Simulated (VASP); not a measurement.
# C (Cm) in VASP: a series of runs

C is run at these levels: LDA; tasks: single point.

All numbers are computed with VASP 6.6.1; they aren't measurements. Logs are shortened: lines on timing, memory, paths and dates and some standing lists are left out, and cuts for length are marked.

### Step 1. The cell of the first run

It takes space group Cm (No. 8, monoclinic). Conventional cell: a = 4.315 Å, b = 2.491 Å, c = 10.279 Å, α = 90.00°, β = 94.01°, γ = 90.00°. Within 2.0 Å of C (site symmetry m) lie 4 C at 1.53 Å. Within 2.0 Å of C (site symmetry m) lie 4 C at 1.53 Å. Within 2.0 Å of C (site symmetry m) lie 4 C at 1.53 Å. Within 2.0 Å of C (site symmetry m) lie 4 C at 1.53 Å. C (site symmetry m) has 4 C at 1.53 Å within 2.0 Å. Within 2.0 Å of C (site symmetry m) lie 4 C at 1.53 Å. Within 2.0 Å of C (site symmetry m) lie 5 C at 1.53 to 1.99 Å. Within 2.0 Å of C (site symmetry m) lie 4 C at 1.53 to 1.55 Å.

### Step 2. Single point, LDA

INCAR

```
SYSTEM = C
  ALGO = Normal
  EDIFF = 1E-6
  ENCUT = 910
  GGA = CA
  GGA_COMPAT = .FALSE.
  ISIF = 2
  ISMEAR = 0
  LASPH = .TRUE.
  LCHARG = .TRUE.
  LELF = .TRUE.
  LREAL = .FALSE.
  LVHAR = .TRUE.
  LWAVE = .FALSE.
  NBANDS = 31
  NELM = 120
  PREC = Accurate
  SIGMA = 0.05
```

KPOINTS

```
k-points
0
G
  10 10 3
  0 0 0
```

POSCAR

```
C
1.0
   -2.4912907516      0.0000000000      0.0000000000
   -1.2456453758     -2.1575210791      0.0000000000
   -0.6228226879     -0.3595868465     10.2538776052
C
10
Direct
   -0.4122592763     -0.4122592763      0.8741556576
    0.6125592763      0.6125592763      0.7252443424
    0.0458021751      0.0458021751      0.1257869493
    0.6544978249      0.6544978249      0.4736130507
    0.0209671684      0.0209671684      0.2747969895
    0.6793328316      0.6793328316      0.3246030105
   -0.0872822884     -0.0872822884      0.9242937306
    0.2875822884      0.2875822884      0.6751062694
    0.3874890656      0.3874890656      0.0756656066
    0.3128109344      0.3128109344      0.5237343934
```

Potentials or basis: VASP PAW LDA potentials, release 64 (C_h).

Command:

```
cat potpaw_LDA.64/C_h/POTCAR > POTCAR
mpirun -np 1 vasp_std > vasp.out
```

OUTCAR:

```text
SYSTEM = C
   EDIFF = 1E-6
   ENCUT = 910
   GGA = CA
   ISIF = 2
   ISMEAR = 0
   LASPH = .TRUE.
   LREAL = .FALSE.
   NELM = 120
   PREC = Accurate

 ion  position               nearest neighbor table
   1  0.588  0.588  0.874-
   2  0.613  0.613  0.725-
   3  0.046  0.046  0.126-
   4  0.654  0.654  0.474-
   5  0.021  0.021  0.275-
   6  0.679  0.679  0.325-
   7  0.913  0.913  0.924-
   8  0.288  0.288  0.675-
   9  0.387  0.387  0.076-
  10  0.313  0.313  0.524-

  LATTYP: Found a base centered monoclinic cell.
 ALAT       =     4.3150421582
 B/A-ratio  =     0.5773502692
 C/A-ratio  =     2.3821475070
 COS(beta)  =    -0.0699648809

  Lattice vectors:

 A1 = (   2.4912907516,   0.0000000000,   0.0000000000)
 A2 = (   1.2456453758,   2.1575210791,   0.0000000000)
 A3 = (  -0.6228226879,  -0.3595868465,  10.2538776052)

Analysis of symmetry for initial positions (statically):
=====================================================================
 Subroutine PRICEL returns:
 Original cell was already a primitive cell.

 Routine SETGRP: Setting up the symmetry group for a
 base centered monoclinic supercell.

 Subroutine GETGRP returns: Found  2 space group operations
 (whereof  2 operations were pure point group operations)
 out of a pool of  4 trial point group operations.

The static configuration has the point symmetry C_1h.

Analysis of symmetry for dynamics (positions and initial velocities):
=====================================================================
 Subroutine PRICEL returns:
 Original cell was already a primitive cell.

 Routine SETGRP: Setting up the symmetry group for a
 base centered monoclinic supercell.

 Subroutine GETGRP returns: Found  2 space group operations
 (whereof  2 operations were pure point group operations)
 out of a pool of  4 trial point group operations.

The dynamic configuration has the point symmetry C_1h.

 Subroutine INISYM returns: Found  2 space group operations
 (whereof  2 operations are pure point group operations),
 and found     1 'primitive' translations

----------------------------------------------------------------------------------------

                                     Primitive cell

  volume of cell :      55.1147
[... 110 lines left out ...]
   NFREE  =      0    steps in history (QN), initial steepest desc. (CG)
   ISIF   =      2    stress and relaxation
   ISYM   =      2    0-nonsym 1-usesym 2-fastsym
   POTIM  = 0.5000    time-step for ionic-motion
   TEBEG  =    0.0;   TEEND  =   0.0 temperature during run
   PSTRESS=    0.0 pullay stress
   NELECT =      40.0000    total number of electrons
   NUPDOWN=      -1.0000    fix difference up-down
   EMIN   =  10.00;   EMAX   =-10.00  energy-range for DOS
   EFERMI =   0.00;   METHOD = LEGACY
   ISMEAR =     0;   SIGMA  =   0.05  broadening in eV -4-tet -1-fermi 0-gaus
   EFERMI_NEDOS =   21; number of points for ismear=-14 and -15
   IALGO  =     38    algorithm
   IMIX   =      4    mixing-type and parameters
     AMIX     =   0.40;   BMIX     =  1.00
     AMIX_MAG =   1.60;   BMIX_MAG =  1.00
  volume/ion in A,a.u.               =       5.51        37.19
  Fermi-wavevector in a.u.,A,eV,Ry     =   1.471202  2.780169 29.448929  2.164435
  Thomas-Fermi vector in A             =   2.586366
   LORBIT       =      0    0 simple, 1 ext, 2 COOP (PROOUT), +10 PAW based schemes
   GGA     = CA    functional components
   LHFCALC =     F    Hartree Fock is set to
   AEXX    =    0.0000 exact exchange contribution
   IVDW    =     0    specifies the selected vdW correction
   LEPSILON=     F    determine dielectric tensor
   LRPA    =     F    only Hartree local field effects (RPA)
 non-spin polarized calculation
 Gauss-broadening in eV      SIGMA  =   0.05
  energy-cutoff  :      910.00
  volume of cell :       55.11
 maximum number of plane-waves:      3463
 NGX is ok and might be reduce to    28
   NGX = 13   NGY = 13   NGZ = 51

 number of electron      40.0000000 magnetization

 Free energy of the ion-electron system (eV)
  ---------------------------------------------------
  ext. energy  EPLUGINS =         0.00000000
  ---------------------------------------------------
  free energy    TOTEN  =       -97.08474377 eV

  energy without entropy =      -97.08316933  energy(sigma->0) =      -97.08395655

 E-fermi :  11.5017     XC(G=0): -13.8271

 val. band max:       11.4708814001   @ k =  -0.1000   0.4000   0.3333
 cond. band min:      11.5083998786   @ k =   0.2000   0.0000   0.0000
 fundamental gap:      0.0375184785
 Fermi energy:        11.5017437052

 k-point     1 :       0.0000    0.0000    0.0000
  band No.  band energies     occupation
      1     -10.3755      2.00000
      2      -9.3132      2.00000
      3      -9.2000      2.00000
      4      -6.1049      2.00000
      5      -5.9878      2.00000
      6      -0.3541      2.00000
[... 805 lines left out ...]
     30      21.4950      0.00000
     31      22.4369      0.00000

 [... further k-points ...]

------------------------ aborting loop because EDIFF is reached ----------------------------------------

  FORCE on cell =-STRESS in cart. coord.  units (eV):
  Direction    XX          YY          ZZ          XY          YZ          ZX
  --------------------------------------------------------------------------------------
  -------------------------------------------------------------------------------------
  Total       -0.2611109     -2.9317846      8.0626329      2.3128712     -0.0631357     -0.1093542
  in kB       -7.5904586    -85.2265762    234.3796373     67.2348501     -1.8353463     -3.1789128
  external PRESSURE =      47.1875342 kB  Pullay stress =       0.0000000 kB

 VOLUME and BASIS-vectors are now :
 -----------------------------------------------------------------------------
  energy-cutoff  :      910.00
  volume of cell :       55.11
      direct lattice vectors                 reciprocal lattice vectors
    -2.491290752  0.000000000  0.000000000    -0.401398351  0.231747446 -0.016254014
    -1.245645376 -2.157521079  0.000000000     0.000000000 -0.463494892 -0.016254014
    -0.622822688 -0.359586847 10.253877605     0.000000000  0.000000000  0.097524082

 POSITION                                       TOTAL-FORCE (eV/Angst)
 -----------------------------------------------------------------------------------
     -2.74079     -1.58240      8.96349        -0.600542     -0.346723      0.060621
     -2.74079     -1.58240      7.43657        -0.308304     -0.178000     -0.617822
     -0.24950     -0.14405      1.28980        -0.614236     -0.354629     -0.080483
     -2.74079     -1.58240      4.85637        -0.016865     -0.009737      0.155803
     -0.24950     -0.14405      2.81773        -0.323259     -0.186634      0.643334
     -2.74079     -1.58240      3.32844         0.012767      0.007371     -0.192121
     -3.98644     -2.30157      9.47759         0.935968      0.540382     -3.114141
     -1.49515     -0.86322      6.92246        -0.007059     -0.004075      0.174042
     -1.49515     -0.86322      0.77587         0.921573      0.532070      3.125910
     -1.49515     -0.86322      5.37031        -0.000044     -0.000026     -0.155143
 -----------------------------------------------------------------------------------
    total drift:                                0.000141      0.000081     -0.000495

  FREE ENERGIE OF THE ION-ELECTRON SYSTEM (eV)
  ---------------------------------------------------
  free  energy   TOTEN  =       -97.0847437732 eV

  energy  without entropy=      -97.0831693278  energy(sigma->0) =      -97.08395655
```

stdout:

```text
POSCAR found type information on POSCAR C
 POSCAR found :  1 types and      10 ions
 scaLAPACK will be used
 LDA part: xc-table for (Slater(with rela. corr.)+CA(PZ))
 , standard interpolation
 POSCAR, INCAR and KPOINTS ok, starting setup
 FFT: planning ... GRIDC
 FFT: planning ... GRID_SOFT
 FFT: planning ... GRID
 WAVECAR not read
 entering main loop
```

Wall time 3.1 min (1 thread of Intel Xeon 6975P-C (Granite Rapids), shared host); peak memory 0.35 GiB.

What came out:

```yaml
Free_energy: -97.0847 eV
Pressure: 4.7 GPa
Largest_force: 3.302 eV/Å
Band_gap_on_the_k_mesh: zero (bands 20 and 21 overlap by 0.54 eV)
```

Forces on the atoms (eV/Å):
```
C   -0.601 -0.347  0.061
C   -0.308 -0.178 -0.618
C   -0.614 -0.355 -0.080
C   -0.017 -0.010  0.156
C   -0.323 -0.187  0.643
C    0.013  0.007 -0.192
C    0.936  0.540 -3.114
C   -0.007 -0.004  0.174
C    0.922  0.532  3.126
C    0.000  0.000 -0.155
```

Levels at points of the mesh, in eV from the Fermi level:
| k point | band 18 | band 19 | band 20 | band 21 | band 22 | band 23 |
| --- | --- | --- | --- | --- | --- | --- |
| (0.00, 0.00, 0.00) | -0.53 | -0.29 | 0.42 | 4.95 | 5.54 | 5.81 |
| (0.50, 0.00, 0.00) | -4.25 | -3.44 | -0.03 | 0.03 | 4.79 | 5.32 |
| (0.50, 0.50, 0.00) | -3.61 | -3.57 | -2.93 | 3.49 | 4.80 | 5.58 |

Caveat: the cutoff is under 1.25 times the usual one of these potentials, so pressure, stress and relaxed cells hold a basis-set (Pulay) error; the cell stands under pressure; forces of over 1 eV/Å act on the atoms, so gaps and moduli don't describe the material at rest.

(Part 1 of 2 ends here.)
